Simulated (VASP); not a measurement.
# V in VASP: further runs

Runs on V. Level: PBEsol. Tasks: single point.

Everything below comes from runs of VASP 6.6.1. Logs are shortened: lines on timing, memory, paths and dates and some standing lists are left out, and cuts for length are marked.

**1. The cell of the first run**

The structure is trigonal, space group R-3m (No. 166). Conventional cell: a = 4.215 Å, b = 4.215 Å, c = 2.699 Å, α = 90.00°, β = 90.00°, γ = 120.00°. Within 3.4 Å of V (site symmetry -3m) lie 14 V at 2.59 to 3.03 Å.

**2. Single point, PBEsol, collinear spin, ferromagnetic start (equal xy, yz and zx shear strains of +3 %)**

The input, INCAR:

```
SYSTEM = V
PREC     = Accurate       ! precision mode
ENCUT    = 500            ! plane-wave cutoff, eV
EDIFF    = 1E-6           ! SCF threshold, eV
ISMEAR   = -1             ! smearing method
SIGMA    = 0.03           ! smearing width, eV
LREAL    = .FALSE.        ! projectors in reciprocal space
LASPH    = .TRUE.         ! aspherical terms in the spheres
NELM     = 200            ! most SCF steps
ALGO     = Normal         ! electronic algorithm
ISIF     = 2              ! what is computed and relaxed
LWAVE    = .FALSE.        ! write WAVECAR
LCHARG   = .FALSE.        ! write CHGCAR
ISPIN    = 2              ! spin polarisation
MAGMOM   = 1.5            ! initial moments
LORBIT   = 11             ! projections on sites
LMAXMIX  = 4              ! l up to which the mixer works
GGA      = PS             ! functional
NBANDS   = 16             ! bands
GGA_COMPAT= .FALSE.
```

The input, KPOINTS:

```
Automatic mesh
0
G
  19 19 19
  0 0 0
```

The input, POSCAR:

```
V
1.0
   -1.4676100000      1.5130000000      1.5130000000
    1.5130000000     -1.4676100000      1.5130000000
    1.5130000000      1.5130000000     -1.4676100000
V
1
Direct
    0.0000000000      0.0000000000      0.0000000000
```

Potentials or basis: VASP PAW PBE potentials, release 64 (V_sv).

On the command line:

```sh
$ cat potpaw_PBE.64/V_sv/POTCAR > POTCAR
$ mpirun -np 1 vasp_std > vasp.out
```

OUTCAR:

```text
SYSTEM = V
   PREC = Accurate
   ENCUT = 500
   EDIFF = 1E-6
   ISMEAR = -1
   LREAL = .FALSE.
   LASPH = .TRUE.
   NELM = 200
   ISIF = 2
   ISPIN = 2
   LORBIT = 11
   GGA = PS

 ion  position               nearest neighbor table
   1  0.000  0.000  0.000-

  LATTYP: Found a trigonal (rhomboedric) cell.
 ALAT       =     2.5946516360
 COS(alpha) =    -0.3196300452

  Lattice vectors:

 A1 = (  -1.4676100000,   1.5130000000,   1.5130000000)
 A2 = (   1.5130000000,  -1.4676100000,   1.5130000000)
 A3 = (   1.5130000000,   1.5130000000,  -1.4676100000)

Analysis of symmetry for initial positions (statically):
=====================================================================
 Subroutine PRICEL returns:
 Original cell was already a primitive cell.

 Routine SETGRP: Setting up the symmetry group for a
 trigonal (rhombohedral) supercell.

 Subroutine GETGRP returns: Found 12 space group operations
 (whereof 12 operations were pure point group operations)
 out of a pool of 12 trial point group operations.

The static configuration has the point symmetry D_3d.

Analysis of symmetry for dynamics (positions and initial velocities):
=====================================================================
 Subroutine PRICEL returns:
 Original cell was already a primitive cell.

 Routine SETGRP: Setting up the symmetry group for a
 trigonal (rhombohedral) supercell.

 Subroutine GETGRP returns: Found 12 space group operations
 (whereof 12 operations were pure point group operations)
 out of a pool of 12 trial point group operations.

The dynamic configuration has the point symmetry D_3d.

Analysis of structural, dynamic, and magnetic symmetry:
=====================================================================
 Subroutine PRICEL returns:
 Original cell was already a primitive cell.

 Routine SETGRP: Setting up the symmetry group for a
 trigonal (rhombohedral) supercell.

 Subroutine GETGRP returns: Found 12 space group operations
 (whereof 12 operations were pure point group operations)
 out of a pool of 12 trial point group operations.

The overall configuration has the point symmetry D_3d.

 Subroutine INISYM returns: Found 12 space group operations
 (whereof 12 operations are pure point group operations),
 and found     1 'primitive' translations

----------------------------------------------------------------------------------------

                                     Primitive cell

  volume of cell :      13.8448

  direct lattice vectors                    reciprocal lattice vectors
    -1.467610000  1.513000000  1.513000000    -0.009771897  0.325729896  0.325729896
     1.513000000 -1.467610000  1.513000000     0.325729896 -0.009771897  0.325729896
     1.513000000  1.513000000 -1.467610000     0.325729896  0.325729896 -0.009771897

  length of vectors
     2.594651636  2.594651636  2.594651636     0.460755272  0.460755272  0.460755272

  position of ions in fractional coordinates (direct lattice)
     0.000000000  0.000000000  0.000000000

  ion indices of the primitive-cell ions
   primitive index   ion index
                 1           1

----------------------------------------------------------------------------------------

 KPOINTS: Automatic mesh

Automatic generation of k-mesh.
 Grid dimensions read from file:
 generate k-points for:   19   19   19

 Generating k-lattice:

  Cartesian coordinates                     Fractional coordinates (reciprocal lattice)
    -0.000514310  0.017143679  0.017143679     0.052631579  0.000000000  0.000000000
     0.017143679 -0.000514310  0.017143679     0.000000000  0.052631579  0.000000000
     0.017143679  0.017143679 -0.000514310     0.000000000  0.000000000  0.052631579

  Length of vectors
     0.024250277  0.024250277  0.024250277

  Shift w.r.t. Gamma in fractional coordinates (k-lattice)
     0.000000000  0.000000000  0.000000000

 Subroutine IBZKPT returns following result:
 ===========================================

 Found    670 irreducible k-points:

 Following reciprocal coordinates:
            Coordinates               Weight
  0.000000  0.000000  0.000000      1.000000
  0.052632 -0.000000 -0.000000      6.000000
  0.105263 -0.000000 -0.000000      6.000000
  0.157895  0.000000  0.000000      6.000000
  0.210526 -0.000000 -0.000000      6.000000
  0.263158 -0.000000 -0.000000      6.000000
[... 16 lines left out ...]
 -0.315789  0.052632  0.000000     12.000000
 -0.263158  0.052632  0.000000     12.000000
 [... further k-points ...]
   k-points           NKPTS =    670   k-points in BZ     NKDIM =    670   number of bands    NBANDS=     16
   number of dos      NEDOS =    301   number of ions     NIONS =      1
   total plane-waves  NPLWV =   8000
   dimension x,y,z NGX =    20 NGY =   20 NGZ =   20
   dimension x,y,z NGXF=    40 NGYF=   40 NGZF=   40
   ions per type =               1
   NGX,Y,Z   is equivalent  to a cutoff of  12.81, 12.81, 12.81 a.u.
   NGXF,Y,Z  is equivalent  to a cutoff of  25.63, 25.63, 25.63 a.u.
 SYSTEM =  V
   PREC   = accura    normal or accurate (medium, high low for compatibility)
   ISTART =      0    job   : 0-new  1-cont  2-samecut
   ICHARG =      2    charge: 1-file 2-atom 10-const
   ISPIN  =      2    spin polarized calculation?
   LNONCOLLINEAR =      F non collinear calculations
   LSORBIT =      F    spin-orbit coupling
   LASPH  =      T    aspherical Exc in radial PAW
   ENCUT  =  500.0 eV  36.75 Ry    6.06 a.u.   4.73  4.73  4.73*2*pi/ulx,y,z
   NELM   =    200;   NELMIN=  2; NELMDL= -5     # of ELM steps
   EDIFF  = 0.1E-05   stopping-criterion for ELM
   LREAL  =      F    real-space projection
   EDIFFG = 0.1E-04   stopping-criterion for IOM
   NSW    =      0    number of steps for IOM
   IBRION =     -1    ionic relax: 0-MD 1-quasi-New 2-CG
   NFREE  =      0    steps in history (QN), initial steepest desc. (CG)
   ISIF   =      2    stress and relaxation
   ISYM   =      2    0-nonsym 1-usesym 2-fastsym
   POTIM  = 0.5000    time-step for ionic-motion
   TEBEG  =    0.0;   TEEND  =   0.0 temperature during run
   PSTRESS=    0.0 pullay stress
   NELECT =      13.0000    total number of electrons
   NUPDOWN=      -1.0000    fix difference up-down
   EMIN   =  10.00;   EMAX   =-10.00  energy-range for DOS
   EFERMI =   0.00;   METHOD = LEGACY
   ISMEAR =    -1;   SIGMA  =   0.03  broadening in eV -4-tet -1-fermi 0-gaus
   EFERMI_NEDOS =   21; number of points for ismear=-14 and -15
   IALGO  =     38    algorithm
   IMIX   =      4    mixing-type and parameters
     AMIX     =   0.40;   BMIX     =  1.00
     AMIX_MAG =   1.60;   BMIX_MAG =  1.00
  volume/ion in A,a.u.               =      13.84        93.43
  Fermi-wavevector in a.u.,A,eV,Ry     =   1.603099  3.029419 34.965991  2.569928
  Thomas-Fermi vector in A             =   2.699816
   LORBIT       =     11    0 simple, 1 ext, 2 COOP (PROOUT), +10 PAW based schemes
   GGA     = PS    functional components
   LHFCALC =     F    Hartree Fock is set to
   AEXX    =    0.0000 exact exchange contribution
   IVDW    =     0    specifies the selected vdW correction
   LEPSILON=     F    determine dielectric tensor
   LRPA    =     F    only Hartree local field effects (RPA)
 spin polarized calculation
  energy-cutoff  :      500.00
  volume of cell :       13.84
 maximum number of plane-waves:       370
   NGX =  9   NGY =  9   NGZ =  9

 number of electron      13.0000003 magnetization       0.0007781

 Free energy of the ion-electron system (eV)
  ---------------------------------------------------
  ext. energy  EPLUGINS =         0.00000000
  ---------------------------------------------------
  free energy    TOTEN  =        -9.60117613 eV

  energy without entropy =       -9.59544154  energy(sigma->0) =       -9.59830883

 E-fermi :   9.2203     XC(G=0): -12.9055

 val. band max:        9.2202553712   @ k =  -0.3158   0.3684   0.0526
 cond. band min:       9.2209919436   @ k =   0.4737   0.1579  -0.0000
 fundamental gap:      0.0007365724
 Fermi energy:         9.2203481397

 spin component 1

 k-point     1 :       0.0000    0.0000    0.0000
  band No.  band energies     occupation
      1     -54.2800      1.00000
      2     -27.7819      1.00000
      3     -27.6902      1.00000
      4     -27.6902      1.00000
      5       2.6908      1.00000
      6       9.4538      0.00042
[... 8 lines left out ...]
     15      36.2352      0.00000
     16      39.8486      0.00000

 k-point     2 :       0.0526   -0.0000   -0.0000
  band No.  band energies     occupation
      1     -54.2755      1.00000
      2     -27.7974      1.00000
      3     -27.7037      1.00000
      4     -27.6905      1.00000
      5       2.7973      1.00000
      6       9.4131      0.00162
[... 8 lines left out ...]
     15      36.3512      0.00000
     16      38.3293      0.00000

 k-point     3 :       0.1053   -0.0000   -0.0000
  band No.  band energies     occupation
      1     -54.2625      1.00000
      2     -27.8494      1.00000
      3     -27.7351      1.00000
      4     -27.6914      1.00000
      5       3.1094      1.00000
      6       9.2967      0.07287
[... 8 lines left out ...]
     15      36.1889      0.00000
     16      37.1731      0.00000
[... 362 lines left out ...]
 k-point    23 :      -0.3158    0.0526    0.0000
  band No.  band energies     occupation
      1     -54.1714      1.00000
      2     -28.2704      1.00000
      3     -27.8704      1.00000
      4     -27.7046      1.00000
      5       5.3391      1.00000
      6       8.5902      1.00000
[... 8 lines left out ...]
     15      35.5482      0.00000
     16      37.0413      0.00000

 k-point    24 :      -0.2632    0.0526    0.0000
  band No.  band energies     occupation
      1     -54.1985      1.00000
      2     -28.1405      1.00000
      3     -27.8347      1.00000
      4     -27.7026      1.00000
      5       4.6710      1.00000
      6       8.8147      1.00000
[... 8 lines left out ...]
     15      35.7175      0.00000
     16      36.0858      0.00000

 [... further k-points ...]

 spin component 2

 k-point     1 :       0.0000    0.0000    0.0000
  band No.  band energies     occupation
      1     -54.2793      1.00000
      2     -27.7814      1.00000
      3     -27.6896      1.00000
      4     -27.6896      1.00000
      5       2.6914      1.00000
      6       9.4546      0.00041
[... 8 lines left out ...]
     15      36.2355      0.00000
     16      39.8489      0.00000

 k-point     2 :       0.0526   -0.0000   -0.0000
  band No.  band energies     occupation
      1     -54.2749      1.00000
      2     -27.7969      1.00000
      3     -27.7030      1.00000
      4     -27.6899      1.00000
      5       2.7978      1.00000
      6       9.4139      0.00157
[... 8 lines left out ...]
     15      36.3515      0.00000
     16      38.3298      0.00000

 k-point     3 :       0.1053   -0.0000   -0.0000
  band No.  band energies     occupation
      1     -54.2619      1.00000
      2     -27.8489      1.00000
      3     -27.7345      1.00000
      4     -27.6907      1.00000
      5       3.1099      1.00000
      6       9.2975      0.07108
[... 8 lines left out ...]
     15      36.1893      0.00000
     16      37.1736      0.00000
[... 362 lines left out ...]
 k-point    23 :      -0.3158    0.0526    0.0000
  band No.  band energies     occupation
      1     -54.1708      1.00000
      2     -28.2698      1.00000
      3     -27.8699      1.00000
      4     -27.7039      1.00000
      5       5.3396      1.00000
      6       8.5910      1.00000
[... 8 lines left out ...]
     15      35.5487      0.00000
     16      37.0417      0.00000

 k-point    24 :      -0.2632    0.0526    0.0000
  band No.  band energies     occupation
      1     -54.1979      1.00000
      2     -28.1400      1.00000
      3     -27.8341      1.00000
      4     -27.7020      1.00000
      5       4.6715      1.00000
      6       8.8155      1.00000
[... 8 lines left out ...]
     15      35.7179      0.00000
     16      36.0862      0.00000

 [... further k-points ...]

------------------------ aborting loop because EDIFF is reached ----------------------------------------

  FORCE on cell =-STRESS in cart. coord.  units (eV):
  Direction    XX          YY          ZZ          XY          YZ          ZX
  --------------------------------------------------------------------------------------
  -------------------------------------------------------------------------------------
  Total       -1.0008681     -1.0008681     -1.0008681     -0.0709717     -0.0709717     -0.0709717
  in kB     -115.8246472   -115.8246472   -115.8246472     -8.2131395     -8.2131395     -8.2131395
  external PRESSURE =    -115.8246472 kB  Pullay stress =       0.0000000 kB

 VOLUME and BASIS-vectors are now :
 -----------------------------------------------------------------------------
  energy-cutoff  :      500.00
  volume of cell :       13.84
      direct lattice vectors                 reciprocal lattice vectors
    -1.467610000  1.513000000  1.513000000    -0.009771897  0.325729896  0.325729896
     1.513000000 -1.467610000  1.513000000     0.325729896 -0.009771897  0.325729896
     1.513000000  1.513000000 -1.467610000     0.325729896  0.325729896 -0.009771897

 POSITION                                       TOTAL-FORCE (eV/Angst)
 -----------------------------------------------------------------------------------
      0.00000      0.00000      0.00000         0.000000     -0.000000      0.000000
 -----------------------------------------------------------------------------------
    total drift:                                0.000000     -0.000000      0.000000

  FREE ENERGIE OF THE ION-ELECTRON SYSTEM (eV)
  ---------------------------------------------------
  free  energy   TOTEN  =        -9.6011761262 eV

  energy  without entropy=       -9.5954415407  energy(sigma->0) =       -9.59830883

 total charge

# of ion       s       p       d       tot
------------------------------------------
    1        2.335   6.214   3.066  11.615

 magnetization (x)

# of ion       s       p       d       tot
------------------------------------------
    1        0.000   0.000   0.000   0.001
```

Wall time 2.4 min (1 thread of Intel Xeon Platinum 8488C (Sapphire Rapids), shared host); peak memory 0.3 GiB.

What came out:

```
Free energy                                           : -9.6012 eV
Pressure                                              : -11.6 GPa
Net moment                                            : 0.00 μB per cell
Valence electrons inside the program's atomic spheres : V 11.62
```

Levels at points of the mesh, in eV from the Fermi level:
Spin up:
```tsv
k point	band 4	band 5	band 6	band 7	band 8	band 9	band 10	band 11
(0.00, 0.00, 0.00)	-36.91	-6.53	0.23	0.23	0.73	2.38	2.38	19.92
```
Spin down:
```
           k point  band 3  band 4  band 5  band 6  band 7  band 8  band 9  band 10  band 11  band 12
(0.00, 0.00, 0.00)  -36.91  -36.91   -6.53    0.23    0.23    0.73    2.38     2.38    19.92    19.92
```

Caveat: the cell differs from its parent crystal (equal xy, yz and zx shear strains of +3 %); the cell stands under tension; the moments typed at the start vanished in this run; the PAW data sets were made with another functional, which shifts forces and pressure a little.

(Part 1 of 3 ends here.)
